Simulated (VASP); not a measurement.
A run of VASP 6.6.1 is set up as follows.

File INCAR:

```
SYSTEM = Sc
  PREC = Accurate
  ENCUT = 520
  EDIFF = 1E-6
  ISMEAR = -1
  SIGMA = 0.03
  LREAL = .FALSE.
  LASPH = .TRUE.
  NELM = 100
  ALGO = Normal
  ISIF = 2
  LWAVE = .FALSE.
  LCHARG = .FALSE.
  GGA = PE
  NBANDS = 12
```

File KPOINTS:

```
regular mesh
0
G
  12 12 12
  0 0 0
```

POSCAR

```
Sc
1.0
    0.0000000000      2.2892653138      2.2892653138
    2.2892653138      0.0000000000      2.2892653138
    2.2892653138      2.2892653138      0.0000000000
Sc
1
Direct
    0.0000000000      0.0000000000      0.0000000000
```

Potentials or basis: VASP PAW PBE potentials, release 64 (Sc_sv).

The run is started by

```sh
$ cat potpaw_PBE.64/Sc_sv/POTCAR > POTCAR
$ mpirun -np 1 vasp_std > vasp.out
```

Predict the pressure.

1.5 GPa.
